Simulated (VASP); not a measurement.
# GaGeSb2 (P6_3/mmc) in VASP: single point with PBE

Aim: the single point of GaGeSb2 with PBE.

All numbers are computed with VASP 6.6.1; they aren't measurements. Logs are shortened: lines on timing, memory, paths and dates and some standing lists are left out, and cuts for length are marked.

## Step 1: The cell of the first run

The structure is hexagonal, space group P6_3/mmc (No. 194). Conventional cell: a = 4.074 Å, b = 4.074 Å, c = 13.887 Å, α = 90.00°, β = 90.00°, γ = 120.00°. Ga (site symmetry -6m2) has 6 Sb at 2.94 Å within 3.9 Å. Ge (site symmetry -3m) has 6 Sb at 2.91 Å within 3.8 Å. Within 3.8 Å of Sb (site symmetry 3m) lie 3 Ge at 2.91 Å and 3 Ga at 2.94 Å and 1 Sb at 3.52 Å.

## Step 2: Single point, PBE

File INCAR:

```
PREC     = Accurate       # precision mode
ENCUT    = 520            # plane-wave cutoff, eV
EDIFF    = 1E-7           # SCF threshold, eV
ISMEAR   = 0              # smearing method
SIGMA    = 0.1            # smearing width, eV
LREAL    = False          # projectors in reciprocal space
LASPH    = True           # aspherical terms in the spheres
NELM     = 60             # most SCF steps
ALGO     = Normal         # electronic algorithm
ISIF     = 2              # what is computed and relaxed
LWAVE    = False          # write WAVECAR
LCHARG   = True           # write CHGCAR
GGA      = PE             # functional
LELF     = True           # ELF
LVHAR    = True         
NBANDS   = 47             # bands
```

File KPOINTS:

```
Automatic mesh
0
Gamma
  12 12 4
```

File POSCAR:

```
GaGeSb2
1.0
    4.0737637432      0.0000000000      0.0000000000
   -2.0368818716      3.5279828906      0.0000000000
    0.0000000000      0.0000000000     13.8869656732
Ga Ge Sb
2 2 4
Direct
    0.3333333333      0.6666666667      0.7500000000
    0.6666666667      0.3333333333      0.2500000000
    0.0000000000      0.0000000000      0.5000000000
    0.0000000000      0.0000000000      0.0000000000
    0.3333333333      0.6666666667      0.3768503290
    0.6666666667      0.3333333333      0.8768503290
    0.6666666667      0.3333333333      0.6231496710
    0.3333333333      0.6666666667      0.1231496710
```

Potentials or basis: VASP PAW PBE potentials, release 64 (Ga_d, Ge_d, Sb).

Run with:

```
$ cat potpaw_PBE.64/Ga_d/POTCAR potpaw_PBE.64/Ge_d/POTCAR potpaw_PBE.64/Sb/POTCAR > POTCAR
$ mpirun -np 1 vasp_std > vasp.out
```

OUTCAR:

```text
PREC = Accurate
   ENCUT = 520
   EDIFF = 1E-7
   ISMEAR = 0
   LREAL = False
   LASPH = True
   NELM = 60
   ISIF = 2
   GGA = PE

 ion  position               nearest neighbor table
   1  0.333  0.667  0.750-   6 2.94   7 2.94   6 2.94   7 2.94   6 2.94   7 2.94
   2  0.667  0.333  0.250-   5 2.94   8 2.94   5 2.94   8 2.94   5 2.94   8 2.94
   3  0.000  0.000  0.500-   5 2.91   7 2.91   5 2.91   7 2.91   7 2.91   5 2.91
   4  0.000  0.000  0.000-   6 2.91   8 2.91   8 2.91   6 2.91   6 2.91   8 2.91
   5  0.333  0.667  0.377-   3 2.91   3 2.91   3 2.91   2 2.94   2 2.94   2 2.94   8 3.52
   6  0.667  0.333  0.877-   4 2.91   4 2.91   4 2.91   1 2.94   1 2.94   1 2.94   7 3.52
   7  0.667  0.333  0.623-   3 2.91   3 2.91   3 2.91   1 2.94   1 2.94   1 2.94   6 3.52
   8  0.333  0.667  0.123-   4 2.91   4 2.91   4 2.91   2 2.94   2 2.94   2 2.94   5 3.52

  LATTYP: Found a hexagonal cell.
 ALAT       =     4.0737637432
 C/A-ratio  =     3.4088785086

  Lattice vectors:

 A1 = (   4.0737637432,   0.0000000000,   0.0000000000)
 A2 = (  -2.0368818716,   3.5279828906,   0.0000000000)
 A3 = (   0.0000000000,   0.0000000000,  13.8869656732)

Analysis of symmetry for initial positions (statically):
=====================================================================
 Subroutine PRICEL returns:
 Original cell was already a primitive cell.

 Routine SETGRP: Setting up the symmetry group for a
 hexagonal supercell.

 Subroutine GETGRP returns: Found 24 space group operations
 (whereof 12 operations were pure point group operations)
 out of a pool of 24 trial point group operations.

The static configuration has the point symmetry D_3d.
 The point group associated with its full space group is D_6h.

Analysis of symmetry for dynamics (positions and initial velocities):
=====================================================================
 Subroutine PRICEL returns:
 Original cell was already a primitive cell.

 Routine SETGRP: Setting up the symmetry group for a
 hexagonal supercell.

 Subroutine GETGRP returns: Found 24 space group operations
 (whereof 12 operations were pure point group operations)
 out of a pool of 24 trial point group operations.

The dynamic configuration has the point symmetry D_3d.
 The point group associated with its full space group is D_6h.

 Subroutine INISYM returns: Found 24 space group operations
[... 111 lines left out ...]
   EDIFFG = 0.1E-05   stopping-criterion for IOM
   NSW    =      0    number of steps for IOM
   IBRION =     -1    ionic relax: 0-MD 1-quasi-New 2-CG
   NFREE  =      0    steps in history (QN), initial steepest desc. (CG)
   ISIF   =      2    stress and relaxation
   ISYM   =      2    0-nonsym 1-usesym 2-fastsym
   POTIM  = 0.5000    time-step for ionic-motion
   TEBEG  =    0.0;   TEEND  =   0.0 temperature during run
   PSTRESS=    0.0 pullay stress
   NELECT =      74.0000    total number of electrons
   NUPDOWN=      -1.0000    fix difference up-down
   EMIN   =  10.00;   EMAX   =-10.00  energy-range for DOS
   EFERMI =   0.00;   METHOD = LEGACY
   ISMEAR =     0;   SIGMA  =   0.10  broadening in eV -4-tet -1-fermi 0-gaus
   EFERMI_NEDOS =   21; number of points for ismear=-14 and -15
   IALGO  =     38    algorithm
   IMIX   =      4    mixing-type and parameters
     AMIX     =   0.40;   BMIX     =  1.00
     AMIX_MAG =   1.60;   BMIX_MAG =  1.00
  volume/ion in A,a.u.               =      24.95       168.36
  Fermi-wavevector in a.u.,A,eV,Ry     =   1.176094  2.222496 18.819552  1.383198
  Thomas-Fermi vector in A             =   2.312464
   LORBIT       =      0    0 simple, 1 ext, 2 COOP (PROOUT), +10 PAW based schemes
   GGA     = PE    functional components
   LHFCALC =     F    Hartree Fock is set to
   AEXX    =    0.0000 exact exchange contribution
   IVDW    =     0    specifies the selected vdW correction
   LEPSILON=     F    determine dielectric tensor
   LRPA    =     F    only Hartree local field effects (RPA)
 non-spin polarized calculation
 Gauss-broadening in eV      SIGMA  =   0.10
  energy-cutoff  :      520.00
  volume of cell :      199.59
 maximum number of plane-waves:      5414
   NGX = 15   NGY = 15   NGZ = 51

 number of electron      73.9999971 magnetization

 Free energy of the ion-electron system (eV)
  ---------------------------------------------------
  ext. energy  EPLUGINS =         0.00000000
  ---------------------------------------------------
  free energy    TOTEN  =       -30.46944070 eV

  energy without entropy =      -30.44976836  energy(sigma->0) =      -30.45960453

 E-fermi :   6.3296     XC(G=0): -10.0778

 val. band max:        6.3281712657   @ k =   0.1667   0.0833   0.2500
 cond. band min:       6.3327554951   @ k =   0.0833   0.0833   0.2500
 fundamental gap:      0.0045842294
 Fermi energy:         6.3296451375

 k-point     1 :       0.0000    0.0000    0.0000
  band No.  band energies     occupation
      1     -18.1803      2.00000
      2     -18.1803      2.00000
      3     -18.1802      2.00000
      4     -18.1802      2.00000
      5     -18.1721      2.00000
      6     -18.1721      2.00000
[... 1189 lines left out ...]
     46      10.3762      0.00000
     47      10.7606      0.00000

 [... further k-points ...]

------------------------ aborting loop because EDIFF is reached ----------------------------------------

  FORCE on cell =-STRESS in cart. coord.  units (eV):
  Direction    XX          YY          ZZ          XY          YZ          ZX
  --------------------------------------------------------------------------------------
  -------------------------------------------------------------------------------------
  Total       -0.0060105     -0.0060105      0.0034710      0.0000000      0.0000000     -0.0000000
  in kB       -0.0482491     -0.0482491      0.0278639      0.0000000      0.0000000     -0.0000000
  external PRESSURE =      -0.0228781 kB  Pullay stress =       0.0000000 kB

 VOLUME and BASIS-vectors are now :
 -----------------------------------------------------------------------------
  energy-cutoff  :      520.00
  volume of cell :      199.59
      direct lattice vectors                 reciprocal lattice vectors
     4.073763743  0.000000000  0.000000000     0.245473244  0.141724043  0.000000000
    -2.036881872  3.527982891  0.000000000     0.000000000  0.283448087  0.000000000
     0.000000000  0.000000000 13.886965673     0.000000000  0.000000000  0.072009971

 POSITION                                       TOTAL-FORCE (eV/Angst)
 -----------------------------------------------------------------------------------
     -0.00000      2.35199     10.41522        -0.000000      0.000000     -0.000000
      2.03688      1.17599      3.47174         0.000000     -0.000000     -0.000000
      0.00000      0.00000      6.94348         0.000000      0.000000     -0.000000
      0.00000      0.00000      0.00000         0.000000      0.000000     -0.000000
     -0.00000      2.35199      5.23331         0.000000      0.000000      0.002205
      2.03688      1.17599     12.17679        -0.000000     -0.000000      0.002205
      2.03688      1.17599      8.65366         0.000000     -0.000000     -0.002205
     -0.00000      2.35199      1.71018         0.000000      0.000000     -0.002205
 -----------------------------------------------------------------------------------
    total drift:                               -0.000000      0.000000      0.000000

  FREE ENERGIE OF THE ION-ELECTRON SYSTEM (eV)
  ---------------------------------------------------
  free  energy   TOTEN  =       -30.4694406987 eV

  energy  without entropy=      -30.4497683577  energy(sigma->0) =      -30.45960453
```

stdout:

```text
POSCAR found type information on POSCAR GaGeSb
 POSCAR found :  3 types and       8 ions
 scaLAPACK will be used
 LDA part: xc-table for (Slater+PW92), standard interpolation
 POSCAR, INCAR and KPOINTS ok, starting setup
 FFT: planning ... GRIDC
 FFT: planning ... GRID_SOFT
 FFT: planning ... GRID
 WAVECAR not read
 entering main loop
```

Wall time 8.6 min (1 thread of Intel Xeon Platinum 8124M at 3.00GHz (Skylake/Cascade Lake), shared host); peak memory 0.62 GiB.

Results:

```
Free energy            : -30.4694 eV
Pressure               : 0.0 GPa
Band gap on the k mesh : zero (bands 37 and 38 overlap by 2.26 eV)
```

Forces on the atoms (eV/Å):
```
Ga   0.000  0.000  0.000
Ga   0.000  0.000  0.000
Ge   0.000  0.000  0.000
Ge   0.000  0.000  0.000
Sb   0.000  0.000  0.002
Sb   0.000  0.000  0.002
Sb   0.000  0.000 -0.002
Sb   0.000  0.000 -0.002
```

Caveat: spin-orbit coupling is left out, which moves the levels of the heavy elements.
